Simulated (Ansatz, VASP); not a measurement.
# CdS in VASP and in Ansatz

```
Cd S
1.0
    -2.09858   -3.63485    0.00000
     2.09858   -3.63485    0.00000
     0.00000   -1.81742   13.65546
Cd S
4 4
Cartesian
  0.0000 -4.8465 12.3695
  0.0000 -4.8465 5.5418
  0.0000 -2.4232 2.1279
  0.0000 -2.4232 8.9556
  0.0000 -4.8465 1.2860
  0.0000 -4.8465 8.1137
  0.0000 -2.4232 4.6998
  0.0000 -2.4232 11.5276
```

Alike in both runs: task single point; functional PBE; k mesh 7 × 7 × 2; occupations gaussian, width 0.05 eV; no spin polarisation.

```csv
,VASP,Ansatz
version,VASP 6.6.1,Ansatz 0.2.0
potentials or method,"VASP PAW PBE potentials, release 64 (Cd, S), cutoff 520 eV","scalar-relativistic, plane waves, PAW"
valence electrons in the cell,72,104
```

```tsv
	VASP	Ansatz	Ansatz less VASP
gap on the k mesh at the Fermi level (eV)	0.69	0.69	+0.002
least direct gap on the mesh (eV)	0.69	0.69	+0.002
pressure (GPa)	-0.4	-0.7	-0.28
traceless stress, the component that is largest in VASP (GPa)	-0.71	-0.73	-0.015
rms of the force components (eV/Å)	0.162	0.157	-0.0047
```

Atom by atom the forces differ by 0.007 eV/Å (rms over components). With one functional, cell and mesh, what is left measures potentials, basis and numerics. VASP's potentials hold 72 valence electrons a cell and Ansatz's 104, so a difference there can come from the potentials and not from the codes.
